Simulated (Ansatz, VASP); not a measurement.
# Two plane-wave programs on Si2Mo

INCAR

```
SYSTEM = Si2Mo
ALGO     = Normal         ! electronic algorithm
DIPOL    = 0.5 0.5 0.500
EDIFF    = 1E-6           ! SCF threshold, eV
ENCUT    = 520            ! plane-wave cutoff, eV
GGA      = PS             ! functional
IDIPOL   = 3            
ISIF     = 2              ! what is computed and relaxed
ISMEAR   = 0              ! smearing method
LASPH    = .True.         ! aspherical terms in the spheres
LCHARG   = .False.        ! write CHGCAR
LDIPOL   = .True.       
LREAL    = Auto         
LWAVE    = .False.        ! write WAVECAR
NBANDS   = 68             ! bands
NELM     = 100            ! most SCF steps
PREC     = Accurate       ! precision mode
SIGMA    = 0.1            ! smearing width, eV
```

File KPOINTS:

```
k-points
0
Gamma
  9 9 1
  0 0 0
```

File POSCAR:

```
Si2Mo
1.0
    4.5114403734      0.0000000000      0.0000000000
   -2.2557201867      3.9106920497      0.0000000000
    0.0000000000      0.0000000000     24.0228807468
Si Mo
10 5
Direct
    0.1649403283      0.3298806567      0.3122023574
    0.8350596717      0.6701193433      0.3122023574
    0.6649403283      0.3298806567      0.4061011787
    0.3350596717      0.6701193433      0.4061011787
    0.1649403283      0.3298806567      0.5000000000
    0.8350596717      0.6701193433      0.5000000000
    0.6649403283      0.3298806567      0.5938988213
    0.3350596717      0.6701193433      0.5938988213
    0.1649403283      0.3298806567      0.6877976426
    0.8350596717      0.6701193433      0.6877976426
    0.5000000000      0.0000000000      0.3122023574
    0.0000000000      0.0000000000      0.4061011787
    0.5000000000      0.0000000000      0.5000000000
    0.0000000000      0.0000000000      0.5938988213
    0.5000000000      0.0000000000      0.6877976426
```

Input for Ansatz:

```yaml
crystal:
  lattice:
    - [4.5114403734, 0.0, 0.0]
    - [-2.2557201867, 3.9106920497, 0.0]
    - [0.0, 0.0, 24.0228807468]
  atoms:
    - { symbol: Si, position: [0.1649403283, 0.3298806567, 0.3122023574] }
    - { symbol: Si, position: [0.8350596717, 0.6701193433, 0.3122023574] }
    - { symbol: Mo, position: [0.5, 0.0, 0.3122023574] }
    - { symbol: Si, position: [0.6649403283, 0.3298806567, 0.4061011787] }
    - { symbol: Si, position: [0.3350596717, 0.6701193433, 0.4061011787] }
    - { symbol: Mo, position: [0.0, 0.0, 0.4061011787] }
    - { symbol: Si, position: [0.1649403283, 0.3298806567, 0.5] }
    - { symbol: Si, position: [0.8350596717, 0.6701193433, 0.5] }
    - { symbol: Mo, position: [0.5, 0.0, 0.5] }
    - { symbol: Si, position: [0.6649403283, 0.3298806567, 0.5938988213] }
    - { symbol: Si, position: [0.3350596717, 0.6701193433, 0.5938988213] }
    - { symbol: Mo, position: [0.0, 0.0, 0.5938988213] }
    - { symbol: Si, position: [0.1649403283, 0.3298806567, 0.6877976426] }
    - { symbol: Si, position: [0.8350596717, 0.6701193433, 0.6877976426] }
    - { symbol: Mo, position: [0.5, 0.0, 0.6877976426] }
basis:
  ecutwfc: 420
kpoints:
  mp_grid: { grid: [9, 9, 1] }
hamiltonian:
  xc: pbesol
scf:
  occupations: { method: gaussian, width: 0.1 }
output:
  forces: true
  stress: true
  eigenvalues: true
efield:
  axis: 3
  dipole_correction: true
```

Alike in both runs: task single point; functional PBEsol; k mesh 9 × 9 × 1; occupations gaussian, width 0.1 eV; no spin polarisation.

```csv
,VASP,Ansatz
version,VASP 6.6.1,Ansatz 0.2.0
potentials or method,"VASP PAW PBE potentials, release 64 (Si, Mo_sv), cutoff 520 eV","scalar-relativistic, plane waves, PAW"
valence electrons in the cell,110,110
```

```tsv
	VASP	Ansatz	Ansatz less VASP
gap on the k mesh at the Fermi level (eV)	none	none	-
rms of the force components (eV/Å)	0.359	0.364	+0.0052
```

VASP's potentials were made for PBE, not for PBEsol. A gap of «none» marks a metal or a gap that the smearing closes.
